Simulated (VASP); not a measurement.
# CuI (F-43m) in VASP: further runs, part 2 of 2

VASP 6.6.1.

### Step 3. Relaxation of cell and atoms, PBEsol

File INCAR:

```
  ALGO = Normal
  EDIFF = 1E-6
  EDIFFG = -0.005
  ENCUT = 600
  GGA = PS
  IBRION = 2
  ISIF = 3
  ISMEAR = -1
  LASPH = T
  LCHARG = F
  LREAL = F
  LWAVE = F
  NELM = 80
  NSW = 80
  PREC = Accurate
  SIGMA = 0.05
```

File KPOINTS:

```
k-points
0
Gamma
  8 8 8
```

File POSCAR:

```
CuI
1.0
    0.0000000000      3.0315000000      3.0315000000
    3.0315000000      0.0000000000      3.0315000000
    3.0315000000      3.0315000000      0.0000000000
I Cu
1 1
Direct
    0.0000000000      0.0000000000      0.0000000000
    0.7500000000      0.7500000000      0.7500000000
```

Potentials or basis: VASP PAW PBE potentials, release 64 (I, Cu).

Launch:

```bash
cat potpaw_PBE.64/I/POTCAR potpaw_PBE.64/Cu/POTCAR > POTCAR
mpirun -np 1 vasp_std > vasp.out
```

OUTCAR:

```text
EDIFF = 1E-6
   EDIFFG = -0.005
   ENCUT = 600
   GGA = PS
   IBRION = 2
   ISIF = 3
   ISMEAR = -1
   LASPH = T
   LREAL = F
   NELM = 80
   NSW = 80
   PREC = Accurate

 ion  position               nearest neighbor table
   1  0.000  0.000  0.000-   2 2.63   2 2.63   2 2.63   2 2.63
   2  0.750  0.750  0.750-   1 2.63   1 2.63   1 2.63   1 2.63

  LATTYP: Found a face centered cubic cell.
 ALAT       =     6.0630000000

  Lattice vectors:

 A1 = (   0.0000000000,   3.0315000000,   3.0315000000)
 A2 = (   3.0315000000,   0.0000000000,   3.0315000000)
 A3 = (   3.0315000000,   3.0315000000,   0.0000000000)

Analysis of symmetry for initial positions (statically):
=====================================================================
 Subroutine PRICEL returns:
 Original cell was already a primitive cell.

 Routine SETGRP: Setting up the symmetry group for a
 face centered cubic supercell.

 Subroutine GETGRP returns: Found 24 space group operations
 (whereof 24 operations were pure point group operations)
 out of a pool of 48 trial point group operations.

The static configuration has the point symmetry T_d .

Analysis of symmetry for dynamics (positions and initial velocities):
=====================================================================
 Subroutine PRICEL returns:
 Original cell was already a primitive cell.

 Routine SETGRP: Setting up the symmetry group for a
 face centered cubic supercell.

 Subroutine GETGRP returns: Found 24 space group operations
 (whereof 24 operations were pure point group operations)
 out of a pool of 48 trial point group operations.

The dynamic configuration has the point symmetry T_d .

 Subroutine INISYM returns: Found 24 space group operations
 (whereof 24 operations are pure point group operations),
 and found     1 'primitive' translations

----------------------------------------------------------------------------------------

                                     Primitive cell

  volume of cell :      55.7189

  direct lattice vectors                    reciprocal lattice vectors
     0.000000000  3.031500000  3.031500000    -0.164934851  0.164934851  0.164934851
     3.031500000  0.000000000  3.031500000     0.164934851 -0.164934851  0.164934851
     3.031500000  3.031500000  0.000000000     0.164934851  0.164934851 -0.164934851

  length of vectors
     4.287188414  4.287188414  4.287188414     0.285675541  0.285675541  0.285675541

  position of ions in fractional coordinates (direct lattice)
     0.000000000  0.000000000  0.000000000
     0.750000000  0.750000000  0.750000000

  ion indices of the primitive-cell ions
   primitive index   ion index
                 1           1
                 2           2

----------------------------------------------------------------------------------------

 KPOINTS: k-points

Automatic generation of k-mesh.
 Grid dimensions read from file:
 generate k-points for:    8    8    8

 Generating k-lattice:

  Cartesian coordinates                     Fractional coordinates (reciprocal lattice)
    -0.020616856  0.020616856  0.020616856     0.125000000  0.000000000  0.000000000
     0.020616856 -0.020616856  0.020616856     0.000000000  0.125000000  0.000000000
[... 51 lines left out ...]
   ICHARG =      2    charge: 1-file 2-atom 10-const
   ISPIN  =      1    spin polarized calculation?
   LNONCOLLINEAR =      F non collinear calculations
   LSORBIT =      F    spin-orbit coupling
   LASPH  =      T    aspherical Exc in radial PAW
   ENCUT  =  600.0 eV  44.10 Ry    6.64 a.u.   8.56  8.56  8.56*2*pi/ulx,y,z
   NELM   =     80;   NELMIN=  2; NELMDL= -5     # of ELM steps
   EDIFF  = 0.1E-05   stopping-criterion for ELM
   LREAL  =      F    real-space projection
   EDIFFG = -.5E-02   stopping-criterion for IOM
   NSW    =     80    number of steps for IOM
   IBRION =      2    ionic relax: 0-MD 1-quasi-New 2-CG
   NFREE  =      1    steps in history (QN), initial steepest desc. (CG)
   ISIF   =      3    stress and relaxation
   ISYM   =      2    0-nonsym 1-usesym 2-fastsym
   POTIM  = 0.5000    time-step for ionic-motion
   TEBEG  =    0.0;   TEEND  =   0.0 temperature during run
   PSTRESS=    0.0 pullay stress
   NELECT =      18.0000    total number of electrons
   NUPDOWN=      -1.0000    fix difference up-down
   EMIN   =  10.00;   EMAX   =-10.00  energy-range for DOS
   EFERMI =   0.00;   METHOD = LEGACY
   ISMEAR =    -1;   SIGMA  =   0.05  broadening in eV -4-tet -1-fermi 0-gaus
   EFERMI_NEDOS =   21; number of points for ismear=-14 and -15
   IALGO  =     38    algorithm
   IMIX   =      4    mixing-type and parameters
     AMIX     =   0.40;   BMIX     =  1.00
     AMIX_MAG =   1.60;   BMIX_MAG =  1.00
  volume/ion in A,a.u.               =      27.86       188.00
  Fermi-wavevector in a.u.,A,eV,Ry     =   1.123306  2.122741 17.168055  1.261816
  Thomas-Fermi vector in A             =   2.259971
   LORBIT       =      0    0 simple, 1 ext, 2 COOP (PROOUT), +10 PAW based schemes
   GGA     = PS    functional components
   LHFCALC =     F    Hartree Fock is set to
   AEXX    =    0.0000 exact exchange contribution
   IVDW    =     0    specifies the selected vdW correction
   LEPSILON=     F    determine dielectric tensor
   LRPA    =     F    only Hartree local field effects (RPA)
 conjugate gradient relaxation of ions
 non-spin polarized calculation
  energy-cutoff  :      600.00
  volume of cell :       55.72
 maximum number of plane-waves:      1880
 NGX is ok and might be reduce to    36
   NGX = 17   NGY = 17   NGZ = 17

--------------------------------------- Ionic step        1  -------------------------------------------

 number of electron      18.0000006 magnetization

 Free energy of the ion-electron system (eV)
  ---------------------------------------------------
  ext. energy  EPLUGINS =         0.00000000
  ---------------------------------------------------
  free energy    TOTEN  =        -6.29453339 eV

  energy without entropy =       -6.29453304  energy(sigma->0) =       -6.29453322

------------------------ aborting loop because EDIFF is reached ----------------------------------------

  FORCE on cell =-STRESS in cart. coord.  units (eV):
  Direction    XX          YY          ZZ          XY          YZ          ZX
  --------------------------------------------------------------------------------------
  -------------------------------------------------------------------------------------
  Total       -0.7499736     -0.7499736     -0.7499736      0.0000000      0.0000000      0.0000000
  in kB      -21.5652183    -21.5652183    -21.5652183      0.0000000      0.0000000      0.0000000
  external PRESSURE =     -21.5652183 kB  Pullay stress =       0.0000000 kB
[... 167 lines left out ...]
--------------------------------------- Ionic step        6  -------------------------------------------

 number of electron      17.9999991 magnetization

 Free energy of the ion-electron system (eV)
  ---------------------------------------------------
  ext. energy  EPLUGINS =         0.00000000
  ---------------------------------------------------
  free energy    TOTEN  =        -6.32108720 eV

  energy without entropy =       -6.32108712  energy(sigma->0) =       -6.32108716

 E-fermi :   5.5523     XC(G=0):  -9.4072

 val. band max:        4.9232290021   @ k =   0.0000   0.0000   0.0000
 cond. band min:       6.1078224929   @ k =   0.0000   0.0000   0.0000
 fundamental gap:      1.1845934909
 Fermi energy:         5.5522747529

 k-point     1 :       0.0000    0.0000    0.0000
  band No.  band energies     occupation
      1      -9.4205      2.00000
      2       1.0063      2.00000
      3       1.0063      2.00000
      4       1.0063      2.00000
      5       2.7984      2.00000
      6       2.7984      2.00000
      7       4.9232      1.99999
      8       4.9232      1.99999
      9       4.9232      1.99999
     10       6.1078      0.00003
     11       9.6877      0.00000
     12       9.6877      0.00000
     13       9.6877      0.00000
[... 354 lines left out ...]
  band No.  band energies     occupation
      1      -8.6671      2.00000
      2      -0.7613      2.00000
      3       0.4486      2.00000
      4       1.0022      2.00000
      5       2.7239      2.00000
      6       2.8091      2.00000
      7       2.9356      2.00000
      8       3.4207      2.00000
      9       3.7636      2.00000
     10       8.4877      0.00000
     11       9.4368      0.00000
     12      11.1766      0.00000
     13      12.3799      0.00000

 [... further k-points ...]

------------------------ aborting loop because EDIFF is reached ----------------------------------------

  FORCE on cell =-STRESS in cart. coord.  units (eV):
  Direction    XX          YY          ZZ          XY          YZ          ZX
  --------------------------------------------------------------------------------------
  -------------------------------------------------------------------------------------
  Total       -0.0073794     -0.0073794     -0.0073794      0.0000000     -0.0000000     -0.0000000
  in kB       -0.2247752     -0.2247752     -0.2247752      0.0000000     -0.0000000     -0.0000000
  external PRESSURE =      -0.2247752 kB  Pullay stress =       0.0000000 kB
[... 17 lines left out ...]
  FREE ENERGIE OF THE ION-ELECTRON SYSTEM (eV)
  ---------------------------------------------------
  free  energy   TOTEN  =        -6.3210871994 eV

  energy  without entropy=       -6.3210871216  energy(sigma->0) =       -6.32108716

 reached required accuracy - stopping structural energy minimisation
```

OSZICAR:

```text
N       E                     dE             d eps       ncg     rms          rms(c)
DAV:   1     0.104538464351E+03    0.10454E+03   -0.84242E+03   754   0.167E+03
DAV:   2     0.170847197967E+01   -0.10283E+03   -0.95844E+02   764   0.279E+02
DAV:   3    -0.631505281524E+01   -0.80235E+01   -0.78427E+01  1038   0.851E+01
DAV:   4    -0.657865856075E+01   -0.26361E+00   -0.26334E+00   817   0.138E+01
[... 44 lines left out ...]
DAV:   4    -0.632108678256E+01    0.18335E-05   -0.67840E-06   804   0.210E-02    0.414E-03
DAV:   5    -0.632108667907E+01    0.10349E-06   -0.24069E-07   377   0.164E-02
   5 F= -.63210867E+01 E0= -.63210866E+01  d E =-.212775E-04
       N       E                     dE             d eps       ncg     rms          rms(c)
DAV:   1    -0.632108726454E+01   -0.48198E-06   -0.15783E-06   377   0.265E-02    0.277E-03
DAV:   2    -0.632108719935E+01    0.65188E-07   -0.10702E-06   377   0.367E-02
   6 F= -.63210872E+01 E0= -.63210872E+01  d E =-.520282E-06
```

Wall time 45 s (1 thread of Intel Xeon 6975P-C (Granite Rapids), shared host); peak memory 0.22 GiB.

Results:

| Quantity | Value |
| --- | --- |
| Free energy | -6.3211 eV |
| Relaxed volume | 26.30 Å³/atom |
| Relaxed cell | a = 4.206 Å, b = 4.206 Å, c = 4.206 Å, α = 60.00°, β = 60.00°, γ = 60.00° |
| Space group after relaxing (to 0.1 Å) | F-43m (No. 216) |
| Energy gained by relaxing | 13.3 meV/atom |
| Ionic steps | 6 |
| Pressure after relaxing | 0.0 GPa |
| Band gap on the k mesh | 1.18 eV |

Step by step:
```
step  energy change (eV)  largest force (eV/Å)  pressure (GPa)  volume (Å³)
   1              0.0000                0.0000           -2.16        55.72
   2             -0.0264                0.0000           -0.15        52.75
   3             -0.0265                0.0000           -0.12        52.63
   4             -0.0265                0.0000           -0.12        52.62
   5             -0.0266                0.0000           -0.09        52.60
   6             -0.0266                0.0000           -0.02        52.60
```

Final structure:
```yaml
crystal:
  lattice:
    - [0.00000, 2.97384, 2.97384]
    - [2.97384, 0.00000, 2.97384]
    - [2.97384, 2.97384, 0.00000]
  atoms:
    - { symbol: I, position: [0.00000, 0.00000, 0.00000] }
    - { symbol: Cu, position: [0.75000, 0.75000, 0.75000] }
```

Caveat: the PAW data sets were made with another functional, which shifts forces and pressure a little; spin-orbit coupling is left out, which moves the levels of the heavy elements.

### Step 4. Single point, LDA, non-collinear spin, zero start, spin-orbit coupling

File INCAR:

```
PREC = Accurate
ENCUT = 520
EDIFF = 1E-6
ISMEAR = -1
SIGMA = 0.05
LREAL = F
LASPH = T
NELM = 150
ALGO = Normal
ISIF = 2
LWAVE = F
LCHARG = F
LNONCOLLINEAR = T
MAGMOM = 0 0 0 0 0 0
LORBIT = 11
LSORBIT = T
GGA_COMPAT = F
LORBMOM = T
LMAXMIX = 4
NBANDS = 30
```

File KPOINTS:

```
Automatic mesh
0
Gamma
  6 6 6
```

POSCAR is that of step 3.

Potentials or basis: VASP PAW LDA potentials, release 64 (I, Cu).

Launch:

```bash
cat potpaw_LDA.64/I/POTCAR potpaw_LDA.64/Cu/POTCAR > POTCAR
mpirun -np 1 vasp_ncl > vasp.out
```

Wall time 41 s (1 thread of Intel Xeon 6975P-C (Granite Rapids), shared host); peak memory 0.28 GiB.

The run converged. Its results:

```yaml
Free_energy: -7.0530 eV
Pressure: -4.1 GPa
Net_moment: 0.00 μB per cell
Valence_electrons_inside_the_program's_atomic_spheres: I 4.29; Cu 9.94
```

Moments on the atoms (μB; x, y, z):
```
I   0.00 0.00 0.00
Cu  0.00 0.00 0.00
```

Caveat: the cell stands under tension.

### Step 5. The runs side by side

| task | level | potentials or basis | spin | cell | k mesh | cutoff (eV) | smearing | gap on the mesh (eV) | pressure (GPa) |
| --- | --- | --- | --- | --- | --- | --- | --- | --- | --- |
| single point | PBE | VASP PAW PBE potentials, release 64 (I, Cu) | off | as given | 8 × 8 × 8 | 520 | gaussian 0.029 eV | 1.14 | 0.7 |
| relaxation of cell and atoms | PBEsol | VASP PAW PBE potentials, release 64 (I, Cu) | off | relaxed | 8 × 8 × 8 | 600 | fermi-dirac 0.05 eV | 1.18 | 0.0 |
| single point | LDA | VASP PAW LDA potentials, release 64 (I, Cu) | non-collinear, zero start, SOC | as given | 6 × 6 × 6 | 520 | fermi-dirac 0.05 eV | - | -4.1 |

Caveats: spin-orbit coupling is left out, which moves the levels of the heavy elements (at least some runs); the PAW data sets were made with another functional, which shifts forces and pressure a little (at least some runs); the cell stands under tension (at least some runs).

Total energies depend on the potentials used, so only differences within one code and one set of settings carry meaning.
